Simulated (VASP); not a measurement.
A run of VASP 6.6.1:

The input INCAR:

```
  ALGO = Normal
  EDIFF = 1E-6
  EDIFFG = -0.005
  ENCUT = 600
  GGA = PS
  IBRION = 2
  ISIF = 3
  ISMEAR = -1
  LASPH = T
  LCHARG = F
  LREAL = F
  LWAVE = F
  NELM = 100
  NSW = 32
  PREC = Accurate
  PSTRESS = 1300.0
  SIGMA = 0.05
```

File KPOINTS:

```
k-points
0
Gamma
  19 19 19
```

Contents of POSCAR:

```
V
1.0
   -1.9963424745      1.9963424745      1.1508835287
    1.9963424745     -1.9963424745      1.1508835287
    1.9963424745      1.9963424745     -1.1508835287
V
2
Direct
   -0.3750000000     -0.1250000000     -0.2500000000
    0.3750000000      0.1250000000      0.2500000000
```

Potentials or basis: VASP PAW PBE potentials, release 64 (V_sv).

The run is started by

```console
$ cat potpaw_PBE.64/V_sv/POTCAR > POTCAR
$ mpirun -np 1 vasp_std > vasp.out
```

Hardware: 1 thread of Intel(R) Xeon(R) Platinum 8488C (Sapphire Rapids), with other jobs on the host.

Q: How long does it take, and how much memory?

A: Wall time 5 min on 1 thread of Intel(R) Xeon(R) Platinum 8488C (Sapphire Rapids), on a shared host, peak memory 0.29 GiB. Counts: scf iterations 45, k points 550, ion steps 7.
